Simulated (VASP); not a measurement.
# ZnS (P3m1) in VASP: single point with PBE

Aim: the single point of ZnS with PBE.

Everything below comes from runs of VASP 6.6.1. Logs are shortened: lines on timing, memory, paths and dates and some standing lists are left out, and cuts for length are marked.

## (1) The cell of the first run

It takes space group P3m1 (No. 156, trigonal). The conventional cell has a = 3.808 Å, b = 3.808 Å, c = 31.136 Å, α = 90.00°, β = 90.00°, γ = 120.00°. Zn (site symmetry 3m) has 4 S at 2.33 Å within 3.1 Å. Within 3.1 Å of Zn (site symmetry 3m) lie 4 S at 2.33 Å. Within 3.1 Å of Zn (site symmetry 3m) lie 4 S at 2.33 to 2.34 Å. Within 3.1 Å of Zn (site symmetry 3m) lie 4 S at 2.33 Å. Zn (site symmetry 3m) has 4 S at 2.33 Å within 3.1 Å. Within 3.1 Å of Zn (site symmetry 3m) lie 4 S at 2.33 to 2.34 Å. Within 3.1 Å of Zn (site symmetry 3m) lie 4 S at 2.33 Å. Zn (site symmetry 3m) has 4 S at 2.33 Å within 3.1 Å.

## (2) Single point, PBE

File INCAR:

```
PREC = Accurate
ENCUT = 520
EDIFF = 1E-6
ISMEAR = 0
SIGMA = 0.1
LREAL = Auto
LASPH = T
NELM = 100
ALGO = Normal
ISIF = 2
LWAVE = F
LCHARG = F
GGA = PE
NBANDS = 106
```

File KPOINTS:

```
Automatic mesh
0
Gamma
  6 6 1
```

File POSCAR:

```
ZnS
1.0
    3.8084693290      0.0000000000      0.0000000000
   -1.9042346645      3.2982311884      0.0000000000
    0.0000000000      0.0000000000     31.1363454900
Zn S
10 10
Direct
    0.0000000000      0.0000000000      0.5999836700
    0.6666666700      0.3333333300      0.2000780300
    0.6666666700      0.3333333300      0.8000149300
    0.3333333300      0.6666666700      0.6999305100
    0.0000000000      0.0000000000      0.3000227700
    0.0000000000      0.0000000000      0.0000136000
    0.3333333300      0.6666666700      0.9000480700
    0.6666666700      0.3333333300      0.5000402200
    0.3333333300      0.6666666700      0.1000893400
    0.3333333300      0.6666666700      0.4000062600
    0.0000000000      0.0000000000      0.0750664400
    0.0000000000      0.0000000000      0.6749316100
    0.3333333300      0.6666666700      0.9749092400
    0.3333333300      0.6666666700      0.4749772100
    0.6666666700      0.3333333300      0.5749715200
    0.3333333300      0.6666666700      0.7748568300
    0.6666666700      0.3333333300      0.2750108100
    0.3333333300      0.6666666700      0.1750283000
    0.0000000000      0.0000000000      0.3749820300
    0.6666666700      0.3333333300      0.8750375800
```

Potentials or basis: VASP PAW PBE potentials, release 64 (Zn, S).

Launch:

```sh
$ cat potpaw_PBE.64/Zn/POTCAR potpaw_PBE.64/S/POTCAR > POTCAR
$ mpirun -np 1 vasp_std > vasp.out
```

OUTCAR:

```text
PREC = Accurate
   ENCUT = 520
   EDIFF = 1E-6
   ISMEAR = 0
   LREAL = Auto
   LASPH = T
   NELM = 100
   ISIF = 2
   GGA = PE

 ion  position               nearest neighbor table
   1  0.000  0.000  0.600-  15 2.33  15 2.33  15 2.33  12 2.33
   2  0.667  0.333  0.200-  18 2.33  18 2.33  18 2.33  17 2.33
   3  0.667  0.333  0.800-  16 2.33  16 2.33  16 2.33  20 2.34
   4  0.333  0.667  0.700-  12 2.33  12 2.33  12 2.33  16 2.33
   5  0.000  0.000  0.300-  17 2.33  17 2.33  17 2.33  19 2.33
   6  0.000  0.000  0.000-  13 2.33  13 2.33  13 2.33  11 2.34
[... 12 lines left out ...]
  19  0.000  0.000  0.375-  10 2.33  10 2.33  10 2.33   5 2.33
  20  0.667  0.333  0.875-   7 2.33   7 2.33   7 2.33   3 2.34

  LATTYP: Found a hexagonal cell.
 ALAT       =     3.8084693290
 C/A-ratio  =     8.1755536937

  Lattice vectors:

 A1 = (   3.8084693290,   0.0000000000,   0.0000000000)
 A2 = (  -1.9042346645,   3.2982311884,   0.0000000000)
 A3 = (   0.0000000000,   0.0000000000,  31.1363454900)

Analysis of symmetry for initial positions (statically):
=====================================================================
 Subroutine PRICEL returns:
 Original cell was already a primitive cell.

 Routine SETGRP: Setting up the symmetry group for a
 hexagonal supercell.

 Subroutine GETGRP returns: Found  6 space group operations
 (whereof  6 operations were pure point group operations)
 out of a pool of 24 trial point group operations.

The static configuration has the point symmetry C_3v.

Analysis of symmetry for dynamics (positions and initial velocities):
=====================================================================
 Subroutine PRICEL returns:
 Original cell was already a primitive cell.

 Routine SETGRP: Setting up the symmetry group for a
 hexagonal supercell.

 Subroutine GETGRP returns: Found  6 space group operations
 (whereof  6 operations were pure point group operations)
 out of a pool of 24 trial point group operations.

The dynamic configuration has the point symmetry C_3v.

 Subroutine INISYM returns: Found  6 space group operations
 (whereof  6 operations are pure point group operations),
 and found     1 'primitive' translations

----------------------------------------------------------------------------------------

                                     Primitive cell

  volume of cell :     391.1102

  direct lattice vectors                    reciprocal lattice vectors
     3.808469329  0.000000000  0.000000000     0.262572680  0.151596408  0.000000000
    -1.904234664  3.298231188  0.000000000     0.000000000  0.303192815  0.000000000
     0.000000000  0.000000000 31.136345490     0.000000000  0.000000000  0.032116807

  length of vectors
     3.808469329  3.808469329 31.136345490     0.303192815  0.303192815  0.032116807

  position of ions in fractional coordinates (direct lattice)
     0.000000000  0.000000000  0.599983670
     0.666666670  0.333333330  0.200078030
     0.666666670  0.333333330  0.800014930
     0.333333330  0.666666670  0.699930510
     0.000000000  0.000000000  0.300022770
     0.000000000  0.000000000  0.000013600
[... 12 lines left out ...]
     0.000000000  0.000000000  0.374982030
     0.666666670  0.333333330  0.875037580

  ion indices of the primitive-cell ions
   primitive index   ion index
                 1           1
                 2           2
                 3           3
                 4           4
                 5           5
                 6           6
[... 12 lines left out ...]
                19          19
                20          20

----------------------------------------------------------------------------------------

 KPOINTS: Automatic mesh

Automatic generation of k-mesh.
 Grid dimensions read from file:
 generate k-points for:    6    6    1

 Generating k-lattice:

  Cartesian coordinates                     Fractional coordinates (reciprocal lattice)
     0.043762113  0.025266068  0.000000000     0.166666667  0.000000000  0.000000000
     0.000000000  0.050532136  0.000000000     0.000000000  0.166666667  0.000000000
     0.000000000  0.000000000  0.032116807     0.000000000  0.000000000  1.000000000

  Length of vectors
     0.050532136  0.050532136  0.032116807

  Shift w.r.t. Gamma in fractional coordinates (k-lattice)
     0.000000000  0.000000000  0.000000000

 Subroutine IBZKPT returns following result:
 ===========================================

 Found      7 irreducible k-points:

 Following reciprocal coordinates:
            Coordinates               Weight
  0.000000  0.000000  0.000000      1.000000
  0.166667  0.000000  0.000000      6.000000
  0.333333  0.000000  0.000000      6.000000
  0.500000 -0.000000  0.000000      3.000000
  0.166667  0.166667  0.000000      6.000000
  0.333333  0.166667  0.000000     12.000000
  0.333333  0.333333  0.000000      2.000000
   k-points           NKPTS =      7   k-points in BZ     NKDIM =      7   number of bands    NBANDS=    106
   number of dos      NEDOS =    301   number of ions     NIONS =     20
   total plane-waves  NPLWV = 188160
   dimension x,y,z NGX =    28 NGY =   28 NGZ =  240
   dimension x,y,z NGXF=    56 NGYF=   56 NGZF=  480
   ions per type =              10  10
   NGX,Y,Z   is equivalent  to a cutoff of  12.22, 12.22, 12.81 a.u.
   NGXF,Y,Z  is equivalent  to a cutoff of  24.44, 24.44, 25.63 a.u.
 SYSTEM =  unknown system
   PREC   = accura    normal or accurate (medium, high low for compatibility)
   ISTART =      0    job   : 0-new  1-cont  2-samecut
   ICHARG =      2    charge: 1-file 2-atom 10-const
   ISPIN  =      1    spin polarized calculation?
   LNONCOLLINEAR =      F non collinear calculations
   LSORBIT =      F    spin-orbit coupling
   LASPH  =      T    aspherical Exc in radial PAW
   ENCUT  =  520.0 eV  38.22 Ry    6.18 a.u.   7.08  7.08 57.89*2*pi/ulx,y,z
   NELM   =    100;   NELMIN=  2; NELMDL= -5     # of ELM steps
   EDIFF  = 0.1E-05   stopping-criterion for ELM
   LREAL  =      T    real-space projection
   EDIFFG = 0.1E-04   stopping-criterion for IOM
   NSW    =      0    number of steps for IOM
   IBRION =     -1    ionic relax: 0-MD 1-quasi-New 2-CG
   NFREE  =      0    steps in history (QN), initial steepest desc. (CG)
   ISIF   =      2    stress and relaxation
   ISYM   =      2    0-nonsym 1-usesym 2-fastsym
   POTIM  = 0.5000    time-step for ionic-motion
   TEBEG  =    0.0;   TEEND  =   0.0 temperature during run
   PSTRESS=    0.0 pullay stress
   NELECT =     180.0000    total number of electrons
   NUPDOWN=      -1.0000    fix difference up-down
   EMIN   =  10.00;   EMAX   =-10.00  energy-range for DOS
   EFERMI =   0.00;   METHOD = LEGACY
   ISMEAR =     0;   SIGMA  =   0.10  broadening in eV -4-tet -1-fermi 0-gaus
   EFERMI_NEDOS =   21; number of points for ismear=-14 and -15
   IALGO  =     38    algorithm
   IMIX   =      4    mixing-type and parameters
     AMIX     =   0.40;   BMIX     =  1.00
     AMIX_MAG =   1.60;   BMIX_MAG =  1.00
  volume/ion in A,a.u.               =      19.56       131.97
  Fermi-wavevector in a.u.,A,eV,Ry     =   1.263958  2.388534 21.736525  1.597590
  Thomas-Fermi vector in A             =   2.397288
   LORBIT       =      0    0 simple, 1 ext, 2 COOP (PROOUT), +10 PAW based schemes
   GGA     = PE    functional components
   LHFCALC =     F    Hartree Fock is set to
   AEXX    =    0.0000 exact exchange contribution
   IVDW    =     0    specifies the selected vdW correction
   LEPSILON=     F    determine dielectric tensor
   LRPA    =     F    only Hartree local field effects (RPA)
 non-spin polarized calculation
 Gauss-broadening in eV      SIGMA  =   0.10
  energy-cutoff  :      520.00
  volume of cell :      391.11
 maximum number of plane-waves:     10599
   NGX = 15   NGY = 15   NGZ =115

 number of electron     179.9999910 magnetization

 Free energy of the ion-electron system (eV)
  ---------------------------------------------------
  ext. energy  EPLUGINS =         0.00000000
  ---------------------------------------------------
  free energy    TOTEN  =       -68.40783630 eV

  energy without entropy =      -68.40783630  energy(sigma->0) =      -68.40783630

 E-fermi :   2.6810     XC(G=0):  -9.6692

 val. band max:        2.1950464775   @ k =   0.0000   0.0000   0.0000
 cond. band min:       4.3595821278   @ k =   0.0000   0.0000   0.0000
 fundamental gap:      2.1645356503
 Fermi energy:         2.6810188257

 k-point     1 :       0.0000    0.0000    0.0000
  band No.  band energies     occupation
      1     -11.0134      2.00000
      2     -10.9367      2.00000
      3     -10.9359      2.00000
      4     -10.7256      2.00000
      5     -10.7228      2.00000
      6     -10.4375      2.00000
[... 94 lines left out ...]
    101       8.4911      0.00000
    102       8.4982      0.00000

 k-point     2 :       0.1667    0.0000    0.0000
  band No.  band energies     occupation
      1     -10.8288      2.00000
      2     -10.7585      2.00000
      3     -10.7558      2.00000
      4     -10.5641      2.00000
      5     -10.5587      2.00000
      6     -10.3016      2.00000
[... 94 lines left out ...]
    101       7.3976      0.00000
    102       7.7232      0.00000

 k-point     3 :       0.3333    0.0000    0.0000
  band No.  band energies     occupation
      1     -10.3839      2.00000
      2     -10.3431      2.00000
      3     -10.3191      2.00000
      4     -10.2114      2.00000
      5     -10.1688      2.00000
      6     -10.0317      2.00000
[... 94 lines left out ...]
    101       6.8550      0.00000
    102       6.9731      0.00000

 k-point     4 :       0.5000   -0.0000    0.0000
  band No.  band energies     occupation
      1     -10.0722      2.00000
      2     -10.0442      2.00000
      3     -10.0424      2.00000
      4      -9.9694      2.00000
      5      -9.9665      2.00000
      6      -9.8702      2.00000
[... 94 lines left out ...]
    101       6.6011      0.00000
    102       6.6389      0.00000

 k-point     5 :       0.1667    0.1667    0.0000
  band No.  band energies     occupation
      1     -10.5110      2.00000
      2     -10.4520      2.00000
      3     -10.4511      2.00000
      4     -10.2931      2.00000
      5     -10.2901      2.00000
      6     -10.0837      2.00000
[... 94 lines left out ...]
    101       7.6226      0.00000
    102       7.6469      0.00000

 k-point     6 :       0.3333    0.1667    0.0000
  band No.  band energies     occupation
      1     -10.0894      2.00000
      2     -10.0730      2.00000
      3     -10.0397      2.00000
      4     -10.0007      2.00000
      5      -9.9432      2.00000
      6      -9.8979      2.00000
[... 94 lines left out ...]
    101       7.4295      0.00000
    102       7.4569      0.00000

 k-point     7 :       0.3333    0.3333    0.0000
  band No.  band energies     occupation
      1      -9.8425      2.00000
      2      -9.8376      2.00000
      3      -9.8366      2.00000
      4      -9.8336      2.00000
      5      -9.8308      2.00000
      6      -9.8295      2.00000
[... 94 lines left out ...]
    101       7.7811      0.00000
    102       7.9250      0.00000
 [bands above 102 left out]

------------------------ aborting loop because EDIFF is reached ----------------------------------------

  FORCE on cell =-STRESS in cart. coord.  units (eV):
  Direction    XX          YY          ZZ          XY          YZ          ZX
  --------------------------------------------------------------------------------------
  -------------------------------------------------------------------------------------
  Total        5.8688184      5.8688184      5.7373914      0.0000000      0.0000000      0.0000000
  in kB       24.0415275     24.0415275     23.5031388      0.0000000      0.0000000      0.0000000
  external PRESSURE =      23.8620646 kB  Pullay stress =       0.0000000 kB

 VOLUME and BASIS-vectors are now :
 -----------------------------------------------------------------------------
  energy-cutoff  :      520.00
  volume of cell :      391.11
      direct lattice vectors                 reciprocal lattice vectors
     3.808469329  0.000000000  0.000000000     0.262572680  0.151596408  0.000000000
    -1.904234664  3.298231188  0.000000000     0.000000000  0.303192815  0.000000000
     0.000000000  0.000000000 31.136345490     0.000000000  0.000000000  0.032116807

 POSITION                                       TOTAL-FORCE (eV/Angst)
 -----------------------------------------------------------------------------------
      0.00000      0.00000     18.68130        -0.000000     -0.000000      0.002985
      1.90423      1.09941      6.22970         0.000000      0.000000     -0.005025
      1.90423      1.09941     24.90954         0.000000      0.000000     -0.006336
     -0.00000      2.19882     21.79328         0.000000     -0.000000      0.001035
      0.00000      0.00000      9.34161        -0.000000     -0.000000      0.005202
      0.00000      0.00000      0.00042         0.000000     -0.000000      0.006141
[... 12 lines left out ...]
      0.00000      0.00000     11.67557         0.000000     -0.000000     -0.003636
      1.90423      1.09941     27.24547        -0.000000     -0.000000      0.001172
 -----------------------------------------------------------------------------------
    total drift:                                0.000004     -0.000009      0.003518

  FREE ENERGIE OF THE ION-ELECTRON SYSTEM (eV)
  ---------------------------------------------------
  free  energy   TOTEN  =       -68.4078363015 eV

  energy  without entropy=      -68.4078363015  energy(sigma->0) =      -68.40783630
```

It took 11 min on 1 thread of Intel Xeon Platinum 8488C (Sapphire Rapids), shared host; peak memory 0.53 GiB.

Results:

```yaml
Free_energy: -68.4078 eV
Pressure: 2.4 GPa
Largest_force: 0.009 eV/Å
Band_gap_on_the_k_mesh: 2.16 eV
```

Forces on the atoms (eV/Å):
```
Zn   0.000  0.000  0.003
Zn   0.000  0.000 -0.005
Zn   0.000  0.000 -0.006
Zn   0.000  0.000  0.001
Zn   0.000  0.000  0.005
Zn   0.000  0.000  0.006
Zn   0.000  0.000 -0.003
Zn   0.000  0.000 -0.006
Zn   0.000  0.000  0.009
Zn   0.000  0.000  0.006
S    0.000  0.000  0.002
S    0.000  0.000 -0.006
S    0.000  0.000  0.002
S    0.000  0.000 -0.001
S    0.000  0.000  0.000
S    0.000  0.000 -0.002
S    0.000  0.000 -0.001
S    0.000  0.000 -0.001
S    0.000  0.000 -0.004
S    0.000  0.000  0.001
```
